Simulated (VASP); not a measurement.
# Al2Pt (Fm-3m) in VASP: notebook, part 2 of 2

VASP 6.6.1.

## 4. Relaxation of cell and atoms, PBEsol

File INCAR:

```
SYSTEM = Al2Pt
PREC = Accurate
ENCUT = 600
EDIFF = 1E-6
ISMEAR = -1
SIGMA = 0.05
LREAL = .FALSE.
LASPH = .TRUE.
NELM = 100
ALGO = Normal
ISIF = 3
LWAVE = .FALSE.
LCHARG = .FALSE.
GGA = PS
IBRION = 2
NSW = 60
EDIFFG = -0.01
```

File KPOINTS:

```
Automatic mesh
0
G
  8 8 8
  0 0 0
```

File POSCAR:

```
Al2Pt
1.0
    0.0000000000      2.9550000000      2.9550000000
    2.9550000000      0.0000000000      2.9550000000
    2.9550000000      2.9550000000      0.0000000000
Pt Al
1 2
Direct
    0.0000000000      0.0000000000      0.0000000000
    0.7500000000      0.7500000000      0.7500000000
    0.2500000000      0.2500000000      0.2500000000
```

Potentials or basis: VASP PAW PBE potentials, release 64 (Pt, Al).

On the command line:

```console
$ cat potpaw_PBE.64/Pt/POTCAR potpaw_PBE.64/Al/POTCAR > POTCAR
$ mpirun -np 1 vasp_std > vasp.out
```

OUTCAR:

```text
SYSTEM = Al2Pt
   PREC = Accurate
   ENCUT = 600
   EDIFF = 1E-6
   ISMEAR = -1
   LREAL = .FALSE.
   LASPH = .TRUE.
   NELM = 100
   ISIF = 3
   GGA = PS
   IBRION = 2
   NSW = 60
   EDIFFG = -0.01

 ion  position               nearest neighbor table
   1  0.000  0.000  0.000-   2 2.56   2 2.56   2 2.56   2 2.56   3 2.56   3 2.56   3 2.56   3 2.56

   2  0.750  0.750  0.750-   1 2.56   1 2.56   1 2.56   1 2.56   3 2.96   3 2.96   3 2.96   3 2.96
                             3 2.96   3 2.96
   3  0.250  0.250  0.250-   1 2.56   1 2.56   1 2.56   1 2.56   2 2.96   2 2.96   2 2.96   2 2.96
                             2 2.96   2 2.96

  LATTYP: Found a face centered cubic cell.
 ALAT       =     5.9100000000

  Lattice vectors:

 A1 = (   0.0000000000,   2.9550000000,   2.9550000000)
 A2 = (   2.9550000000,   0.0000000000,   2.9550000000)
 A3 = (   2.9550000000,   2.9550000000,   0.0000000000)

Analysis of symmetry for initial positions (statically):
[... 267 lines left out ...]
 k-point     1 :       0.0000    0.0000    0.0000
  band No.  band energies     occupation
      1      -2.4135      2.00000
      2       2.7801      2.00000
      3       2.7801      2.00000
      4       2.7801      2.00000
      5       4.1464      2.00000
      6       4.1464      2.00000
      7      10.9143      0.00000
      8      11.6725      0.00000
      9      11.6725      0.00000
     10      11.6725      0.00000
     11      13.3403      0.00000
     12      13.3403      0.00000
[... 331 lines left out ...]
 k-point    24 :      -0.3750    0.2500    0.1250
  band No.  band energies     occupation
      1       0.5320      2.00000
      2       1.7725      2.00000
      3       2.9345      2.00000
      4       3.4348      2.00000
      5       3.6880      2.00000
      6       4.3481      2.00000
      7       4.6153      2.00000
      8       6.8956      2.00000
      9       7.9939      0.08725
     10      11.7309      0.00000
     11      13.1157      0.00000
     12      14.7436      0.00000

 [... further k-points ...]
[... 5 lines left out ...]
  --------------------------------------------------------------------------------------
  -------------------------------------------------------------------------------------
  Total        0.0035448      0.0035448      0.0035448      0.0000000      0.0000000      0.0000000
  in kB        0.1108353      0.1108353      0.1108353      0.0000000      0.0000000      0.0000000
  external PRESSURE =       0.1108353 kB  Pullay stress =       0.0000000 kB
[... 18 lines left out ...]
  FREE ENERGIE OF THE ION-ELECTRON SYSTEM (eV)
  ---------------------------------------------------
  free  energy   TOTEN  =       -17.7561185161 eV

  energy  without entropy=      -17.7437857963  energy(sigma->0) =      -17.74995216

 reached required accuracy - stopping structural energy minimisation
```

OSZICAR:

```text
N       E                     dE             d eps       ncg     rms          rms(c)
DAV:   1     0.564477709566E+02    0.56448E+02   -0.73416E+03   696   0.128E+03
DAV:   2    -0.160109852915E+02   -0.72459E+02   -0.65296E+02   812   0.201E+02
DAV:   3    -0.183808495578E+02   -0.23699E+01   -0.23251E+01   856   0.349E+01
[... 21 lines left out ...]
DAV:   2    -0.177566567384E+02    0.78933E-02   -0.45324E-02   768   0.224E+00    0.156E-01
DAV:   3    -0.177561805735E+02    0.47616E-03   -0.19830E-03   744   0.484E-01    0.520E-02
DAV:   4    -0.177561206702E+02    0.59903E-04   -0.20232E-04   748   0.839E-02    0.178E-02
DAV:   5    -0.177561191762E+02    0.14940E-05   -0.32806E-05   784   0.588E-02    0.114E-02
DAV:   6    -0.177561185161E+02    0.66010E-06   -0.49304E-06   748   0.214E-02
   3 F= -.17756119E+02 E0= -.17749952E+02  d E =-.108940E-02
```

Run time: 73 s. Hardware: 1 thread of Intel Xeon 6975P-C, shared host; peak memory 0.22 GiB.

Results:

```yaml
Free_energy: -17.7561 eV
Relaxed_volume: 17.08 Å³/atom
Relaxed_cell: a = 4.169 Å, b = 4.169 Å, c = 4.169 Å, α = 60.00°, β = 60.00°, γ = 60.00°
Space_group_after_relaxing_to_0.05_Å: Fm-3m (No. 225)
Energy_gained_by_relaxing: 0.4 meV/atom
Ionic_steps: 3
Pressure_after_relaxing: 0.0 GPa
Band_gap_on_the_k_mesh: zero (band 8 reaches 11.67 eV, above the bottom of band 9 at 6.25 eV)
```

The path:
| step | energy change (eV) | largest force (eV/Å) | pressure (GPa) | volume (Å³) |
| --- | --- | --- | --- | --- |
| 1 | 0.0000 | 0.0000 | -0.93 | 51.61 |
| 2 | 0.0001 | 0.0000 | 1.06 | 50.87 |
| 3 | -0.0011 | 0.0000 | 0.01 | 51.24 |

Final structure:
```
Pt Al
1.0
     0.00000    2.94803    2.94803
     2.94803    0.00000    2.94803
     2.94803    2.94803    0.00000
Pt Al
1 2
Direct
  0.00000 0.00000 0.00000
  0.75000 0.75000 0.75000
  0.25000 0.25000 0.25000
```

Caveat: the PAW data sets were made with another functional, which shifts forces and pressure a little; spin-orbit coupling is left out, which moves the levels of the heavy elements.

## 5. Relaxation of cell and atoms, PBEsol+D3(BJ)

File INCAR:

```
ALGO = Fast
EDIFF = 1E-6
EDIFFG = -0.01
ENCUT = 600
GGA = PS
IBRION = 2
ISIF = 3
ISMEAR = -1
IVDW = 12
LASPH = True
LCHARG = False
LREAL = False
LWAVE = False
NELM = 100
NSW = 60
PREC = Accurate
SIGMA = 0.05
```

File KPOINTS:

```
k-points
0
Gamma
  8 8 8
```

POSCAR is that of step 4.

Potentials or basis: VASP PAW PBE potentials, release 64 (Pt, Al).

On the command line:

```console
$ cat potpaw_PBE.64/Pt/POTCAR potpaw_PBE.64/Al/POTCAR > POTCAR
$ mpirun -np 1 vasp_std > vasp.out
```

OUTCAR:

```text
EDIFF = 1E-6
   EDIFFG = -0.01
   ENCUT = 600
   GGA = PS
   IBRION = 2
   ISIF = 3
   ISMEAR = -1
   IVDW = 12
   LASPH = True
   LREAL = False
   NELM = 100
   NSW = 60
   PREC = Accurate
 IVDW          = 12

 ion  position               nearest neighbor table
   1  0.000  0.000  0.000-   2 2.56   2 2.56   2 2.56   2 2.56   3 2.56   3 2.56   3 2.56   3 2.56

   2  0.750  0.750  0.750-   1 2.56   1 2.56   1 2.56   1 2.56   3 2.96   3 2.96   3 2.96   3 2.96
                             3 2.96   3 2.96
   3  0.250  0.250  0.250-   1 2.56   1 2.56   1 2.56   1 2.56   2 2.96   2 2.96   2 2.96   2 2.96
                             2 2.96   2 2.96

  LATTYP: Found a face centered cubic cell.
 ALAT       =     5.9100000000

  Lattice vectors:

 A1 = (   0.0000000000,   2.9550000000,   2.9550000000)
 A2 = (   2.9550000000,   0.0000000000,   2.9550000000)
 A3 = (   2.9550000000,   2.9550000000,   0.0000000000)

Analysis of symmetry for initial positions (statically):
=====================================================================
 Subroutine PRICEL returns:
 Original cell was already a primitive cell.

 Routine SETGRP: Setting up the symmetry group for a
 face centered cubic supercell.

 Subroutine GETGRP returns: Found 48 space group operations
 (whereof 48 operations were pure point group operations)
 out of a pool of 48 trial point group operations.

The static configuration has the point symmetry O_h .

Analysis of symmetry for dynamics (positions and initial velocities):
=====================================================================
 Subroutine PRICEL returns:
 Original cell was already a primitive cell.

 Routine SETGRP: Setting up the symmetry group for a
 face centered cubic supercell.

 Subroutine GETGRP returns: Found 48 space group operations
 (whereof 48 operations were pure point group operations)
 out of a pool of 48 trial point group operations.

The dynamic configuration has the point symmetry O_h .

 Subroutine INISYM returns: Found 48 space group operations
 (whereof 48 operations are pure point group operations),
 and found     1 'primitive' translations

----------------------------------------------------------------------------------------

                                     Primitive cell

  volume of cell :      51.6063

  direct lattice vectors                    reciprocal lattice vectors
     0.000000000  2.955000000  2.955000000    -0.169204738  0.169204738  0.169204738
     2.955000000  0.000000000  2.955000000     0.169204738 -0.169204738  0.169204738
     2.955000000  2.955000000  0.000000000     0.169204738  0.169204738 -0.169204738

  length of vectors
     4.179001077  4.179001077  4.179001077     0.293071203  0.293071203  0.293071203

  position of ions in fractional coordinates (direct lattice)
     0.000000000  0.000000000  0.000000000
     0.750000000  0.750000000  0.750000000
     0.250000000  0.250000000  0.250000000

  ion indices of the primitive-cell ions
   primitive index   ion index
                 1           1
                 2           2
                 3           3

----------------------------------------------------------------------------------------

 KPOINTS: k-points

Automatic generation of k-mesh.
 Grid dimensions read from file:
 generate k-points for:    8    8    8

 Generating k-lattice:

  Cartesian coordinates                     Fractional coordinates (reciprocal lattice)
    -0.021150592  0.021150592  0.021150592     0.125000000  0.000000000  0.000000000
     0.021150592 -0.021150592  0.021150592     0.000000000  0.125000000  0.000000000
     0.021150592  0.021150592 -0.021150592     0.000000000  0.000000000  0.125000000

  Length of vectors
     0.036633900  0.036633900  0.036633900

  Shift w.r.t. Gamma in fractional coordinates (k-lattice)
     0.000000000  0.000000000  0.000000000

 Subroutine IBZKPT returns following result:
 ===========================================

 Found     29 irreducible k-points:

 Following reciprocal coordinates:
            Coordinates               Weight
  0.000000  0.000000  0.000000      1.000000
  0.125000  0.000000  0.000000      8.000000
  0.250000  0.000000  0.000000      8.000000
  0.375000  0.000000  0.000000      8.000000
  0.500000  0.000000  0.000000      4.000000
  0.125000  0.125000  0.000000      6.000000
[... 16 lines left out ...]
  0.500000  0.250000  0.125000     48.000000
 -0.375000  0.250000  0.125000     24.000000
 [... further k-points ...]
   k-points           NKPTS =     29   k-points in BZ     NKDIM =     29   number of bands    NBANDS=     12
   number of dos      NEDOS =    301   number of ions     NIONS =      3
   total plane-waves  NPLWV =  46656
   dimension x,y,z NGX =    36 NGY =   36 NGZ =   36
   dimension x,y,z NGXF=    72 NGYF=   72 NGZF=   72
   ions per type =               1   2
   NGX,Y,Z   is equivalent  to a cutoff of  14.32, 14.32, 14.32 a.u.
   NGXF,Y,Z  is equivalent  to a cutoff of  28.64, 28.64, 28.64 a.u.
 SYSTEM =  unknown system
   PREC   = accura    normal or accurate (medium, high low for compatibility)
   ISTART =      0    job   : 0-new  1-cont  2-samecut
   ICHARG =      2    charge: 1-file 2-atom 10-const
   ISPIN  =      1    spin polarized calculation?
   LNONCOLLINEAR =      F non collinear calculations
   LSORBIT =      F    spin-orbit coupling
   LASPH  =      T    aspherical Exc in radial PAW
   ENCUT  =  600.0 eV  44.10 Ry    6.64 a.u.   8.35  8.35  8.35*2*pi/ulx,y,z
   NELM   =    100;   NELMIN=  2; NELMDL= -5     # of ELM steps
   EDIFF  = 0.1E-05   stopping-criterion for ELM
   LREAL  =      F    real-space projection
   EDIFFG = -.1E-01   stopping-criterion for IOM
   NSW    =     60    number of steps for IOM
   IBRION =      2    ionic relax: 0-MD 1-quasi-New 2-CG
   NFREE  =      1    steps in history (QN), initial steepest desc. (CG)
   ISIF   =      3    stress and relaxation
   ISYM   =      2    0-nonsym 1-usesym 2-fastsym
   POTIM  = 0.5000    time-step for ionic-motion
   TEBEG  =    0.0;   TEEND  =   0.0 temperature during run
   PSTRESS=    0.0 pullay stress
   NELECT =      16.0000    total number of electrons
   NUPDOWN=      -1.0000    fix difference up-down
   EMIN   =  10.00;   EMAX   =-10.00  energy-range for DOS
   EFERMI =   0.00;   METHOD = LEGACY
   ISMEAR =    -1;   SIGMA  =   0.05  broadening in eV -4-tet -1-fermi 0-gaus
   EFERMI_NEDOS =   21; number of points for ismear=-14 and -15
   IALGO  =     68    algorithm
   IMIX   =      4    mixing-type and parameters
     AMIX     =   0.40;   BMIX     =  1.00
     AMIX_MAG =   1.60;   BMIX_MAG =  1.00
  volume/ion in A,a.u.               =      17.20       116.09
  Fermi-wavevector in a.u.,A,eV,Ry     =   1.108019  2.093853 16.703966  1.227707
  Thomas-Fermi vector in A             =   2.244541
   LORBIT       =      0    0 simple, 1 ext, 2 COOP (PROOUT), +10 PAW based schemes
   GGA     = PS    functional components
   LHFCALC =     F    Hartree Fock is set to
   AEXX    =    0.0000 exact exchange contribution
   IVDW    =    12    specifies the selected vdW correction
   LEPSILON=     F    determine dielectric tensor
   LRPA    =     F    only Hartree local field effects (RPA)
 conjugate gradient relaxation of ions
 non-spin polarized calculation
 RMM-DIIS sequential band-by-band and
  energy-cutoff  :      600.00
  volume of cell :       51.61
 maximum number of plane-waves:      1759
 NGX is ok and might be reduce to    36
   NGX = 17   NGY = 17   NGZ = 17

--------------------------------------- Ionic step        1  -------------------------------------------

 number of electron      16.0000000 magnetization

 Free energy of the ion-electron system (eV)
  ---------------------------------------------------
  ext. energy  EPLUGINS =         0.00000000
  ---------------------------------------------------
  free energy    TOTEN  =       -17.75503203 eV

  energy without entropy =      -17.74261726  energy(sigma->0) =      -17.74882465

------------------------ aborting loop because EDIFF is reached ----------------------------------------

 Edisp (eV)   -1.21268

 E8    (eV) :    -0.8220
[... 73 lines left out ...]
--------------------------------------- Ionic step        3  -------------------------------------------

 number of electron      15.9999999 magnetization

 Free energy of the ion-electron system (eV)
  ---------------------------------------------------
  ext. energy  EPLUGINS =         0.00000000
  ---------------------------------------------------
  free energy    TOTEN  =       -17.73936507 eV

  energy without entropy =      -17.72735255  energy(sigma->0) =      -17.73335881

 E-fermi :   8.1692     XC(G=0): -10.9627

 val. band max:        8.1077938844   @ k =   0.3750   0.2500   0.0000
 cond. band min:       8.2018379515   @ k =  -0.3750   0.1250   0.0000
 fundamental gap:      0.0940440671
 Fermi energy:         8.1691576279

 k-point     1 :       0.0000    0.0000    0.0000
  band No.  band energies     occupation
      1      -2.2827      2.00000
      2       2.9596      2.00000
      3       2.9596      2.00000
      4       2.9596      2.00000
      5       4.3563      2.00000
      6       4.3563      2.00000
      7      11.4468      0.00000
      8      12.0173      0.00000
      9      12.0173      0.00000
     10      12.0173      0.00000
     11      13.8215      0.00000
     12      13.8215      0.00000
[... 331 lines left out ...]
 k-point    24 :      -0.3750    0.2500    0.1250
  band No.  band energies     occupation
      1       0.7144      2.00000
      2       1.9794      2.00000
      3       3.1081      2.00000
      4       3.6319      2.00000
      5       3.9123      2.00000
      6       4.5742      2.00000
      7       4.8585      2.00000
      8       7.2161      2.00000
      9       8.3179      0.09721
     10      12.1246      0.00000
     11      13.5789      0.00000
     12      15.1756      0.00000

 [... further k-points ...]

------------------------ aborting loop because EDIFF is reached ----------------------------------------

 Edisp (eV)   -1.25465

 E8    (eV) :    -0.8502
[... 26 lines left out ...]
  FREE ENERGIE OF THE ION-ELECTRON SYSTEM (eV)
  ---------------------------------------------------
  free  energy   TOTEN  =       -18.9940123133 eV

  energy  without entropy=      -18.9819997960  energy(sigma->0) =      -18.98800605

 reached required accuracy - stopping structural energy minimisation
```

CONTCAR:

```text
Al2Pt
   1.00000000000000
     0.0000000000000000    2.9215777369135392    2.9215777369135392
     2.9215777369135392    0.0000000000000000    2.9215777369135392
     2.9215777369135392    2.9215777369135392    0.0000000000000000
  Pt              Al
     1     2
Direct
     0.0000000000000000    0.0000000000000000    0.0000000000000000
     0.7500000000000000    0.7500000000000000    0.7500000000000000
     0.2500000000000000    0.2500000000000000    0.2500000000000000

  0.00000000E+00  0.00000000E+00  0.00000000E+00
  0.00000000E+00  0.00000000E+00  0.00000000E+00
  0.00000000E+00  0.00000000E+00  0.00000000E+00
```

Run time: 100 s. Hardware: 1 thread of Intel Xeon 6975P-C, shared host; peak memory 0.23 GiB.

Results:

```
Free energy                            : -18.9940 eV
Relaxed volume                         : 16.62 Å³/atom
Relaxed cell                           : a = 4.132 Å, b = 4.132 Å, c = 4.132 Å, α = 60.00°, β = 60.00°, γ = 60.00°
Space group after relaxing (to 0.05 Å) : Fm-3m (No. 225)
Energy gained by relaxing              : 8.8 meV/atom
Ionic steps                            : 3
Pressure after relaxing                : 0.0 GPa
Band gap on the k mesh                 : zero (band 8 reaches 12.02 eV, above the bottom of band 9 at 6.53 eV)
Dispersion energy per atom             : -0.418 eV
```

The path:
```csv
step,energy change (eV),largest force (eV/Å),pressure (GPa),volume (Å³)
1,0.0000,0.0000,-4.59,51.61
2,0.0082,0.0000,6.17,48.01
3,-0.0263,0.0000,-0.03,49.87
```

Final structure:
```
Pt Al
1.0
     0.00000    2.92158    2.92158
     2.92158    0.00000    2.92158
     2.92158    2.92158    0.00000
Pt Al
1 2
Direct
  0.00000 0.00000 0.00000
  0.75000 0.75000 0.75000
  0.25000 0.25000 0.25000
```

Caveat: the PAW data sets were made with another functional, which shifts forces and pressure a little; spin-orbit coupling is left out, which moves the levels of the heavy elements; pairwise dispersion overbinds metals, which lowers pressure and volume.

## 6. Overview

| task | level | cell | cutoff (eV) | gap on the mesh (eV) | pressure (GPa) | relaxed volume (Å³/atom) |
| --- | --- | --- | --- | --- | --- | --- |
| single point | PBEsol+D3(BJ) | a = 4.179 Å, angles 60.0°, 3 atoms | 520 | none | -4.7 | - |
| single point | PBEsol+D4 | a = 4.148 Å, angles 60.0°, 3 atoms | 520 | none | -0.1 | - |
| relaxation of cell and atoms | PBEsol | relaxed from a = 4.179 Å, angles 60.0°, 3 atoms | 600 | none | 0.0 | 17.08 |
| relaxation of cell and atoms | PBEsol+D3(BJ) | relaxed from a = 4.179 Å, angles 60.0°, 3 atoms | 600 | none | 0.0 | 16.62 |

Alike in all rows: potentials or basis VASP PAW PBE potentials, release 64 (Pt, Al); no spin polarisation; k mesh 8 × 8 × 8; smearing fermi-dirac 0.05 eV.

Caveats: the PAW data sets were made with another functional, which shifts forces and pressure a little; spin-orbit coupling is left out, which moves the levels of the heavy elements; pairwise dispersion overbinds metals, which lowers pressure and volume (some runs); three body term missing (some runs).

Total energies depend on the potentials used, so only differences within one code and one set of settings carry meaning.
